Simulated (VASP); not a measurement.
Wanted: the native input for a VASP 6.6.1 run.

| Quantity | Value |
| --- | --- |
| Task | single point |
| Functional | HSE06 |
| Potentials or basis | VASP PAW PBE potentials, release 64 (Si) |
| Cutoff | 520 eV |
| k mesh | 5 × 5 × 5 |
| Occupations | fermi-dirac, width 0.1 eV |
| Spin | no spin polarisation |
| Dipole correction | no |
| Grid for exact exchange (PRECFOCK) | Normal |
| Further INCAR settings | ALGO = Normal; EDIFF = 1e-07; NBANDS = 11 |
| Screening parameter | 0.2079 1/Å |

The system is Si.

```
CELL_PARAMETERS angstrom
0.00000 2.73549 2.73549
2.73549 0.00000 2.73549
2.73549 2.73549 0.00000
ATOMIC_POSITIONS crystal
Si 0.50000 0.50000 0.50000
Si 0.75000 0.75000 0.75000
```

The input as run:

POSCAR

```
Si
1.0
    0.0000000000      2.7354874691      2.7354874691
    2.7354874691      0.0000000000      2.7354874691
    2.7354874691      2.7354874691      0.0000000000
Si
2
Direct
    0.5000000000      0.5000000000      0.5000000000
    0.7500000000      0.7500000000      0.7500000000
```

INCAR.step1

```
PREC = Accurate ; ENCUT = 520
EDIFF = 1E-5 ; ISMEAR = -1
SIGMA = 0.1 ; LREAL = F
LASPH = T ; NELM = 60
ALGO = Normal ; ISIF = 2
LWAVE = T ; LCHARG = F
GGA = PE ; NBANDS = 11
```

INCAR.step2

```
PREC = Accurate ; ENCUT = 520
EDIFF = 1E-7 ; ISMEAR = -1
SIGMA = 0.1 ; LREAL = F
LASPH = T ; NELM = 60
ALGO = Normal ; ISIF = 2
LWAVE = F ; LCHARG = F
GGA = PE ; LHFCALC = T
HFSCREEN = 0.2079 ; PRECFOCK = Normal
ISTART = 1 ; NBANDS = 11
```

KPOINTS

```
Automatic mesh
0
Gamma
  5 5 5
```

Potentials or basis: VASP PAW PBE potentials, release 64 (Si).

The run is started by

```sh
$ cat potpaw_PBE.64/Si/POTCAR > POTCAR
$ cp INCAR.step1 INCAR
$ mpirun -np 1 vasp_std > vasp.out
$ cp INCAR.step2 INCAR
$ mpirun -np 1 vasp_std > vasp.out
```

It gave:

```yaml
Pressure: -1.8 GPa
Band_gap_on_the_k_mesh: 1.20 eV, indirect (least direct gap 3.32 eV)
```

Caveat: the PAW data sets were made with another functional, which shifts forces and pressure a little.

Wall time 6 min on 1 thread of Intel(R) Xeon(R) Platinum 8175M CPU @ 2.50GHz (Skylake/Cascade Lake), with other jobs on the host, peak memory 0.26 GiB.
